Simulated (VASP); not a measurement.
A run of VASP 6.6.1 is set up as follows.

The input INCAR:

```
SYSTEM = SrCd
PREC     = Accurate       ! precision mode
ENCUT    = 520            ! plane-wave cutoff, eV
EDIFF    = 1E-6           ! SCF threshold, eV
ISMEAR   = -1             ! smearing method
SIGMA    = 0.08           ! smearing width, eV
LREAL    = .False.        ! projectors in reciprocal space
LASPH    = .True.         ! aspherical terms in the spheres
NELM     = 60             ! most SCF steps
ALGO     = Normal         ! electronic algorithm
ISIF     = 2              ! what is computed and relaxed
LWAVE    = .False.        ! write WAVECAR
LCHARG   = .True.         ! write CHGCAR
LELF     = .True.         ! ELF
LVHAR    = .True.       
NBANDS   = 18             ! bands
```

KPOINTS

```
regular mesh
0
Gamma
  10 10 10
  0 0 0
```

Contents of POSCAR:

```
SrCd
1.0
    4.0030000000     -0.0200150000     -0.0200150000
   -0.0200150000      4.0030000000     -0.0200150000
   -0.0200150000     -0.0200150000      4.0030000000
Sr Cd
1 1
Direct
    0.5000000000      0.5000000000      0.5000000000
    0.0000000000      0.0000000000      0.0000000000
```

Potentials or basis: VASP PAW LDA potentials, release 64 (Sr_sv, Cd).

Run with:

```sh
$ cat potpaw_LDA.64/Sr_sv/POTCAR potpaw_LDA.64/Cd/POTCAR > POTCAR
$ mpirun -np 1 vasp_std > vasp.out
```

What does it give for the band gap on the k mesh?

Zero (band 11 reaches 3.39 eV, above the bottom of band 12 at 1.26 eV).

Estimate the pressure.

-1.9 GPa.

Stress tensor (GPa, compression positive):
```
-1.95  0.21  0.21
 0.21 -1.95  0.21
 0.21  0.21 -1.95
```

Caveat: the cell differs from its parent crystal (equal xy, yz and zx shear strains of -1 %).
